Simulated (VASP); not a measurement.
# Sr2NbO2 (Cmmm) in VASP: single point with PBE

Aim: the single point of Sr2NbO2 with PBE.

All numbers are computed with VASP 6.6.1; they aren't measurements. Logs are shortened: lines on timing, memory, paths and dates and some standing lists are left out, and cuts for length are marked.

### Step 1. The cell of the first run

The structure is orthorhombic, space group Cmmm (No. 65). Conventional cell: a = 3.409 Å, b = 19.210 Å, c = 3.392 Å, α = 90.00°, β = 90.00°, γ = 90.00°. Within 3.3 Å of Sr (site symmetry m2m) lie 4 O at 2.52 Å. Within 2.6 Å of Nb (site symmetry mmm) lie 2 O at 1.98 Å. O (site symmetry m2m) has 1 Nb at 1.98 Å and 4 Sr at 2.52 Å within 2.6 Å.

### Step 2. Single point, PBE, collinear spin, zero start

INCAR

```
  PREC = Accurate
  ENCUT = 520
  EDIFF = 1E-7
  ISMEAR = 0
  SIGMA = 0.1
  LREAL = False
  LASPH = True
  NELM = 150
  ALGO = Normal
  ISIF = 2
  LWAVE = False
  LCHARG = False
  ISPIN = 2
  MAGMOM = 0 0 0 0 0
  LORBIT = 11
  LMAXMIX = 4
  GGA = PE
  NBANDS = 34
```

KPOINTS

```
Automatic mesh
0
Gamma
  6 6 6
```

POSCAR

```
Sr2NbO2
1.0
    1.7043991591     -9.6050475907      0.0000000000
    1.7043991591      9.6050475907      0.0000000000
    0.0000000000      0.0000000000      3.3924665021
Sr Nb O
2 1 2
Direct
    0.3583988567      0.6416011433      0.5000000000
    0.6416011433      0.3583988567      0.5000000000
    0.0000000000      0.0000000000      0.0000000000
    0.1032394333      0.8967605667      0.0000000000
    0.8967605667      0.1032394333      0.0000000000
```

Potentials or basis: VASP PAW PBE potentials, release 64 (Sr_sv, Nb_sv, O).

Started as:

```
$ cat potpaw_PBE.64/Sr_sv/POTCAR potpaw_PBE.64/Nb_sv/POTCAR potpaw_PBE.64/O/POTCAR > POTCAR
$ mpirun -np 1 vasp_std > vasp.out
```

OUTCAR:

```text
PREC = Accurate
   ENCUT = 520
   EDIFF = 1E-7
   ISMEAR = 0
   LREAL = False
   LASPH = True
   NELM = 150
   ISIF = 2
   ISPIN = 2
   LORBIT = 11
   GGA = PE

 ion  position               nearest neighbor table
   1  0.358  0.642  0.500-   5 2.52   5 2.52   5 2.52   5 2.52   3 3.63   3 3.63   3 3.63   3 3.63
                             2 4.50   2 4.50
   2  0.642  0.358  0.500-   4 2.52   4 2.52   4 2.52   4 2.52   3 3.63   3 3.63   3 3.63   3 3.63
                             1 4.50   1 4.50
   3  0.000  0.000  0.000-   4 1.98   5 1.98   1 3.63   1 3.63   2 3.63   2 3.63   2 3.63   2 3.63
                             1 3.63   1 3.63
   4  0.103  0.897  0.000-   3 1.98   2 2.52   2 2.52   2 2.52   2 2.52
   5  0.897  0.103  0.000-   3 1.98   1 2.52   1 2.52   1 2.52   1 2.52

  LATTYP: Found a base centered orthorhombic cell.
 ALAT       =     3.4087983182
 B/A-ratio  =     5.6354449246
 C/A-ratio  =     0.9952089227

  Lattice vectors:

 A1 = (   1.7043991591,  -9.6050475907,   0.0000000000)
 A2 = (   1.7043991591,   9.6050475907,   0.0000000000)
 A3 = (   0.0000000000,   0.0000000000,   3.3924665021)

Analysis of symmetry for initial positions (statically):
=====================================================================
 Subroutine PRICEL returns:
 Original cell was already a primitive cell.

 Routine SETGRP: Setting up the symmetry group for a
 base centered orthorhombic supercell.

 Subroutine GETGRP returns: Found  8 space group operations
 (whereof  8 operations were pure point group operations)
 out of a pool of  8 trial point group operations.

The static configuration has the point symmetry D_2h.

Analysis of symmetry for dynamics (positions and initial velocities):
=====================================================================
 Subroutine PRICEL returns:
 Original cell was already a primitive cell.

 Routine SETGRP: Setting up the symmetry group for a
 base centered orthorhombic supercell.

 Subroutine GETGRP returns: Found  8 space group operations
 (whereof  8 operations were pure point group operations)
 out of a pool of  8 trial point group operations.

The dynamic configuration has the point symmetry D_2h.

Analysis of structural, dynamic, and magnetic symmetry:
=====================================================================
 Subroutine PRICEL returns:
 Original cell was already a primitive cell.

 Routine SETGRP: Setting up the symmetry group for a
 base centered orthorhombic supercell.

[... 136 lines left out ...]
   LHFCALC =     F    Hartree Fock is set to
   AEXX    =    0.0000 exact exchange contribution
   IVDW    =     0    specifies the selected vdW correction
   LEPSILON=     F    determine dielectric tensor
   LRPA    =     F    only Hartree local field effects (RPA)
 spin polarized calculation
 Gauss-broadening in eV      SIGMA  =   0.10
  energy-cutoff  :      520.00
  volume of cell :      111.08
 maximum number of plane-waves:      3032
 NGX is ok and might be reduce to    80
   NGX = 37   NGY = 37   NGZ = 13

 number of electron      44.9999996 magnetization      -0.0001448

 number of electron      44.9999996 magnetization       0.0000016

 Free energy of the ion-electron system (eV)
  ---------------------------------------------------
  ext. energy  EPLUGINS =         0.00000000
  ---------------------------------------------------
  free energy    TOTEN  =       -32.10965677 eV

  energy without entropy =      -32.09587838  energy(sigma->0) =      -32.10276757

 E-fermi :   4.6767     XC(G=0):  -9.4000

 val. band max:        4.6748702718   @ k =   0.5000   0.0000   0.0000
 cond. band min:       4.6943516441   @ k =   0.0000   0.0000   0.3333
 fundamental gap:      0.0194813722
 Fermi energy:         4.6767430656

 spin component 1

 k-point     1 :       0.0000    0.0000    0.0000
  band No.  band energies     occupation
      1     -51.5366      1.00000
      2     -31.3689      1.00000
      3     -31.3687      1.00000
      4     -28.0540      1.00000
      5     -27.3314      1.00000
      6     -27.3260      1.00000
[... 877 lines left out ...]
     33       9.4284      0.00000
     34       9.6593      0.00000

 [... further k-points ...]

 spin component 2

 k-point     1 :       0.0000    0.0000    0.0000
  band No.  band energies     occupation
      1     -51.5366      1.00000
      2     -31.3689      1.00000
      3     -31.3687      1.00000
      4     -28.0540      1.00000
      5     -27.3314      1.00000
      6     -27.3260      1.00000
[... 877 lines left out ...]
     33       9.4284      0.00000
     34       9.6588      0.00000

 [... further k-points ...]
[... 5 lines left out ...]
  --------------------------------------------------------------------------------------
  -------------------------------------------------------------------------------------
  Total        0.2130362     -0.0248521      0.2527663     -0.0000000      0.0000000      0.0000000
  in kB        3.0728940     -0.3584741      3.6459719     -0.0000000      0.0000000      0.0000000
  external PRESSURE =       2.1201306 kB  Pullay stress =       0.0000000 kB

 VOLUME and BASIS-vectors are now :
 -----------------------------------------------------------------------------
  energy-cutoff  :      520.00
  volume of cell :      111.08
      direct lattice vectors                 reciprocal lattice vectors
     1.704399159 -9.605047591  0.000000000     0.293358511 -0.052055963  0.000000000
     1.704399159  9.605047591  0.000000000     0.293358511  0.052055963  0.000000000
     0.000000000  0.000000000  3.392466502     0.000000000  0.000000000  0.294770781

 POSITION                                       TOTAL-FORCE (eV/Angst)
 -----------------------------------------------------------------------------------
      1.70440      2.72017      1.69623         0.000000      0.045403      0.000000
      1.70440     -2.72017      1.69623         0.000000     -0.045403      0.000000
      0.00000      0.00000      0.00000         0.000000      0.000000      0.000000
      1.70440      7.62181      0.00000         0.000000      0.025029     -0.000000
      1.70440     -7.62181      0.00000         0.000000     -0.025029      0.000000
 -----------------------------------------------------------------------------------
    total drift:                                0.000000      0.000000     -0.000000

  FREE ENERGIE OF THE ION-ELECTRON SYSTEM (eV)
  ---------------------------------------------------
  free  energy   TOTEN  =       -32.1096567689 eV

  energy  without entropy=      -32.0958783801  energy(sigma->0) =      -32.10276757

 total charge

# of ion       s       p       d       tot
------------------------------------------
    1        2.021   5.788   0.251   8.059
    2        2.021   5.788   0.251   8.059
    3        2.188   6.011   2.270  10.468
    4        1.567   3.465   0.000   5.031
    5        1.567   3.465   0.000   5.031
--------------------------------------------------
tot          9.362  24.515   2.771  36.649

 magnetization (x)

# of ion       s       p       d       tot
------------------------------------------
    1        0.000   0.000   0.000   0.000
    2        0.000   0.000   0.000   0.000
    3        0.000   0.000   0.000   0.000
    4       -0.000  -0.000   0.000  -0.000
    5       -0.000  -0.000   0.000  -0.000
--------------------------------------------------
tot          0.000   0.000   0.000   0.000
```

It took 15 min on 1 thread of AMD EPYC 9R45 (Zen 5), shared host; peak memory 0.7 GiB.

Results:

- Free energy: -32.1097 eV
- Pressure: 0.2 GPa
- Largest force: 0.045 eV/Å
- Net moment: 0.00 μB per cell
- Valence electrons inside the program's atomic spheres: Sr 8.06; Nb 10.47; O 5.03

Forces in eV/Å, atoms in the order of the input:
```
Sr   0.000  0.045  0.000
Sr   0.000 -0.045  0.000
Nb   0.000  0.000  0.000
O    0.000  0.025  0.000
O    0.000 -0.025  0.000
```

Stress tensor (GPa, compression positive):
```
 0.31  0.00  0.00
 0.00 -0.04  0.00
 0.00  0.00  0.36
```
